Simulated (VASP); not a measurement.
**Sb: single point with r2SCAN**

The system is Sb.

```
CELL_PARAMETERS angstrom
3.08100 0.00000 0.00000
0.00000 3.08100 0.00000
0.00000 0.00000 3.08100
ATOMIC_POSITIONS crystal
Sb 0.00000 0.00000 0.00000
```

This cell differs from its parent crystal: strain -0.025 along x and y, -0.025 along z.

```
Program                : VASP 6.6.1
Task                   : single point
Functional             : r2SCAN
Potentials or basis    : VASP PAW PBE potentials, release 64 (Sb)
Cutoff                 : 520 eV
k mesh                 : 16 × 16 × 16
Occupations            : gaussian, width 0.15 eV
Spin                   : no spin polarisation
Dipole correction      : no
Further INCAR settings : ALGO = Normal; EDIFF = 1e-07; NBANDS = 8
```

The pressure is 0.3 GPa.

Levels at points of the mesh, in eV from the Fermi level:
```tsv
k point	band 1	band 2	band 3	band 4	band 5	band 6	band 7	band 8
(0.00, 0.00, 0.00)	-13.13	3.50	3.50	3.50	7.27	7.27	9.28	18.57
(0.50, 0.00, 0.00)	-10.48	-6.01	5.70	5.70	9.39	11.40	12.05	12.05
(0.50, 0.50, 0.00)	-7.62	-3.87	-3.87	2.41	7.99	13.67	14.01	14.01
(0.50, 0.50, 0.50)	-4.33	-1.84	-1.84	-1.84	5.15	5.15	5.15	7.51
```

Wall time 45 s on 1 thread of Intel(R) Xeon(R) Platinum 8488C (Sapphire Rapids), with other jobs on the host, peak memory 0.16 GiB.

Caveat: the cell differs from its parent crystal (strain -0.025 along x and y, -0.025 along z); the PAW data sets were made with another functional, which shifts forces and pressure a little; spin-orbit coupling is left out, which moves the levels of the heavy elements.
